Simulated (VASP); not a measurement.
Runs of VASP 6.6.1 on Ta4Rh. The structure is that of space group Pm-3m (No. 221), or close to it. The cells are those of the table. 

| task | cell | k mesh | cutoff (eV) | gap on the mesh (eV) | pressure (GPa) |
| --- | --- | --- | --- | --- | --- |
| single point | a = 4.760 Å, 5 atoms | 4 × 4 × 4 | 520 | none | 0.5 |
| single point | a = 4.342 Å, 5 atoms | 4 × 4 × 4 | 520 | none | (a) |
| single point | a = 4.755 Å, 5 atoms | 8 × 8 × 8 | 520 | none | 0.1 |
| relaxation of cell and atoms | relaxed from a = 4.342 Å, 5 atoms | 4 × 4 × 4 | 600 | none | -0.1 |

Alike in all rows: level PBE; potentials or basis VASP PAW PBE potentials, release 64 (Ta_pv, Rh_pv); no spin polarisation; smearing gaussian 0.1 eV.

Task: Estimate the missing entries.

Result: (a) 76.6.

Caveats: some runs use coarse meshes; spin-orbit coupling is left out, which moves the levels of the heavy elements.

A k mesh can miss the band edges, and the runs leave out spin-orbit coupling on Rh, Ta.

A gap of «none» marks levels without a gap at the run's occupations.
